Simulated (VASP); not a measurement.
# MgO (P6_3/mmc) in VASP: a series of runs, part 2 of 2

VASP 6.6.1.

**6. Single point, PBEsol**

This run uses another cell than the first one, of 10.99 Å³/atom, 1.111 times its volume.

File INCAR:

```
SYSTEM = MgO
ALGO = Normal
EDIFF = 1E-6
ENCUT = 520
GGA = PS
ISIF = 2
ISMEAR = 0
LASPH = .True.
LCHARG = .False.
LREAL = .False.
LWAVE = .False.
NBANDS = 16
NELM = 80
PREC = Accurate
SIGMA = 0.01
```

File KPOINTS:

```
k-points
0
Gamma
  6 6 6
  0 0 0
```

File POSCAR:

```
MgO
1.0
    3.4863780000      0.0000000000      0.0000000000
   -1.7431890000      3.0192920000      0.0000000000
    0.0000000000      0.0000000000      4.1780410000
Mg O
2 2
Direct
    0.6666666667      0.3333333333      0.7500000000
    0.3333333333      0.6666666667      0.2500000000
    0.6666666667      0.3333333333      0.2500000000
    0.3333333333      0.6666666667      0.7500000000
```

Potentials or basis: VASP PAW PBE potentials, release 64 (Mg, O).

Started as:

```console
cat potpaw_PBE.64/Mg/POTCAR potpaw_PBE.64/O/POTCAR > POTCAR
mpirun -np 1 vasp_std > vasp.out
```

OUTCAR:

```text
SYSTEM = MgO
   EDIFF = 1E-6
   ENCUT = 520
   GGA = PS
   ISIF = 2
   ISMEAR = 0
   LASPH = .True.
   LREAL = .False.
   NELM = 80
   PREC = Accurate

 ion  position               nearest neighbor table
   1  0.667  0.333  0.750-   4 2.01   4 2.01   4 2.01   3 2.09   3 2.09   2 2.90   2 2.90   2 2.90
                             2 2.90   2 2.90   2 2.90
   2  0.333  0.667  0.250-   3 2.01   3 2.01   3 2.01   4 2.09   4 2.09   1 2.90   1 2.90   1 2.90
                             1 2.90   1 2.90   1 2.90
   3  0.667  0.333  0.250-   2 2.01   2 2.01   2 2.01   1 2.09   1 2.09
   4  0.333  0.667  0.750-   1 2.01   1 2.01   1 2.01   2 2.09   2 2.09

  LATTYP: Found a hexagonal cell.
 ALAT       =     3.4863780000
 C/A-ratio  =     1.1983901344

  Lattice vectors:

 A1 = (   3.4863780000,   0.0000000000,   0.0000000000)
 A2 = (  -1.7431890000,   3.0192920000,   0.0000000000)
 A3 = (   0.0000000000,   0.0000000000,   4.1780410000)

Analysis of symmetry for initial positions (statically):
=====================================================================
 Subroutine PRICEL returns:
 Original cell was already a primitive cell.

 Routine SETGRP: Setting up the symmetry group for a
 hexagonal supercell.

 Subroutine GETGRP returns: Found 24 space group operations
 (whereof 12 operations were pure point group operations)
 out of a pool of 24 trial point group operations.

The static configuration has the point symmetry D_3d.
 The point group associated with its full space group is D_6h.

Analysis of symmetry for dynamics (positions and initial velocities):
=====================================================================
 Subroutine PRICEL returns:
 Original cell was already a primitive cell.

 Routine SETGRP: Setting up the symmetry group for a
 hexagonal supercell.

 Subroutine GETGRP returns: Found 24 space group operations
 (whereof 12 operations were pure point group operations)
 out of a pool of 24 trial point group operations.

[... 121 lines left out ...]
   EFERMI_NEDOS =   21; number of points for ismear=-14 and -15
   IALGO  =     38    algorithm
   IMIX   =      4    mixing-type and parameters
     AMIX     =   0.40;   BMIX     =  1.00
     AMIX_MAG =   1.60;   BMIX_MAG =  1.00
  volume/ion in A,a.u.               =      10.99        74.20
  Fermi-wavevector in a.u.,A,eV,Ry     =   1.168685  2.208494 18.583166  1.365824
  Thomas-Fermi vector in A             =   2.305168
   LORBIT       =      0    0 simple, 1 ext, 2 COOP (PROOUT), +10 PAW based schemes
   GGA     = PS    functional components
   LHFCALC =     F    Hartree Fock is set to
   AEXX    =    0.0000 exact exchange contribution
   IVDW    =     0    specifies the selected vdW correction
   LEPSILON=     F    determine dielectric tensor
   LRPA    =     F    only Hartree local field effects (RPA)
 non-spin polarized calculation
 Gauss-broadening in eV      SIGMA  =   0.01
  energy-cutoff  :      520.00
  volume of cell :       43.98
 maximum number of plane-waves:      1204
 NGX is ok and might be reduce to    28
   NGX = 13   NGY = 13   NGZ = 15

 number of electron      15.9999999 magnetization

 Free energy of the ion-electron system (eV)
  ---------------------------------------------------
  ext. energy  EPLUGINS =         0.00000000
  ---------------------------------------------------
  free energy    TOTEN  =       -24.75815592 eV

  energy without entropy =      -24.75815592  energy(sigma->0) =      -24.75815592

 E-fermi :   1.9816     XC(G=0): -10.3132

 val. band max:        1.8827845260   @ k =   0.0000   0.0000   0.0000
 cond. band min:       5.1967910302   @ k =   0.0000   0.0000   0.0000
 fundamental gap:      3.3140065042
 Fermi energy:         1.9816061325

 k-point     1 :       0.0000    0.0000    0.0000
  band No.  band energies     occupation
      1     -14.9879      2.00000
      2     -13.5561      2.00000
      3      -1.8113      2.00000
      4       0.1269      2.00000
      5       0.1269      2.00000
      6       1.0703      2.00000
[... 433 lines left out ...]
      3      -1.7591      2.00000
      4      -1.7591      2.00000
      5       0.3867      2.00000
      6       0.3867      2.00000
[... 8 lines left out ...]
     15      16.6677      0.00000
     16      16.6677      0.00000

 [... further k-points ...]
[... 5 lines left out ...]
  --------------------------------------------------------------------------------------
  -------------------------------------------------------------------------------------
  Total        0.1808011      0.1808011      0.2604344      0.0000000      0.0000000      0.0000000
  in kB        6.5865708      6.5865712      9.4876050      0.0000000      0.0000000      0.0000000
  external PRESSURE =       7.5535823 kB  Pullay stress =       0.0000000 kB

 VOLUME and BASIS-vectors are now :
 -----------------------------------------------------------------------------
  energy-cutoff  :      520.00
  volume of cell :       43.98
      direct lattice vectors                 reciprocal lattice vectors
     3.486378000  0.000000000  0.000000000     0.286830631  0.165601737  0.000000000
    -1.743189000  3.019292000  0.000000000     0.000000000  0.331203474  0.000000000
     0.000000000  0.000000000  4.178041000     0.000000000  0.000000000  0.239346622

 POSITION                                       TOTAL-FORCE (eV/Angst)
 -----------------------------------------------------------------------------------
      1.74319      1.00643      3.13353         0.000000     -0.000000      0.000000
     -0.00000      2.01286      1.04451        -0.000000      0.000000      0.000000
      1.74319      1.00643      1.04451         0.000000     -0.000000      0.000000
     -0.00000      2.01286      3.13353        -0.000000      0.000000      0.000000
 -----------------------------------------------------------------------------------
    total drift:                                0.000000     -0.000000      0.000000

  FREE ENERGIE OF THE ION-ELECTRON SYSTEM (eV)
  ---------------------------------------------------
  free  energy   TOTEN  =       -24.7581559167 eV

  energy  without entropy=      -24.7581559167  energy(sigma->0) =      -24.75815592
```

stdout:

```text
POSCAR found type information on POSCAR MgO
 POSCAR found :  2 types and       4 ions
 scaLAPACK will be used
 -----------------------------------------------------------------------------
|                                                                             |
|                                                                             |
|     You enforced a specific xc type in the INCAR file but a different       |
|     I HOPE YOU KNOW WHAT YOU ARE DOING!                                     |
|                                                                             |
 -----------------------------------------------------------------------------

 LDA part: xc-table for (Slater+PW92), standard interpolation
 POSCAR, INCAR and KPOINTS ok, starting setup
 FFT: planning ... GRIDC
 FFT: planning ... GRID_SOFT
 FFT: planning ... GRID
 WAVECAR not read
 entering main loop
```

Wall time 20 s (1 thread of AMD EPYC 7R13 (Zen 3), shared host); peak memory 0.14 GiB.

Results:

* Free energy: -24.7582 eV
* Pressure: 0.8 GPa
* Band gap on the k mesh: 3.31 eV, direct

Stress tensor (GPa, compression positive):
```
0.66 0.00 0.00
0.00 0.66 0.00
0.00 0.00 0.95
```

Levels at points of the mesh, in eV from the valence-band top:
| k point | band 6 | band 7 | band 8 | band 9 | band 10 | band 11 |
| --- | --- | --- | --- | --- | --- | --- |
| (0.00, 0.00, 0.00) | -0.81 | -0.81 | 0.00 | 3.31 | 9.39 | 12.11 |
| (0.50, 0.00, 0.00) | -1.98 | -1.32 | -0.53 | 6.84 | 9.01 | 9.68 |
| (0.00, 0.00, 0.50) | -1.30 | -1.30 | -1.30 | 6.35 | 6.35 | 12.77 |
| (0.50, 0.00, 0.50) | -1.56 | -0.83 | -0.83 | 7.17 | 7.17 | 11.89 |

Caveat: the PAW data sets were made with another functional, which shifts forces and pressure a little.

**7. Overview**

```tsv
cell	gap on the mesh (eV)	pressure (GPa)
a = 3.366, b = 3.366, c = 4.034 Å, angles 90.0, 90.0, 120.0°, 4 atoms	3.85	18.6
a = 3.397, b = 3.397, c = 4.071 Å, angles 90.0, 90.0, 120.0°, 4 atoms	3.71	13.2
a = 3.427, b = 3.427, c = 4.107 Å, angles 90.0, 90.0, 120.0°, 4 atoms	3.57	8.5
a = 3.457, b = 3.457, c = 4.143 Å, angles 90.0, 90.0, 120.0°, 4 atoms	3.44	4.4
a = 3.486, b = 3.486, c = 4.178 Å, angles 90.0, 90.0, 120.0°, 4 atoms	3.31	0.8
```

Alike in all rows: task single point; level PBEsol; potentials or basis VASP PAW PBE potentials, release 64 (Mg, O); no spin polarisation; k mesh 6 × 6 × 6; cutoff (eV) 520; smearing gaussian 0.01 eV.

Caveats: the PAW data sets were made with another functional, which shifts forces and pressure a little.

Absolute energies hang on the potentials; compare differences alone.
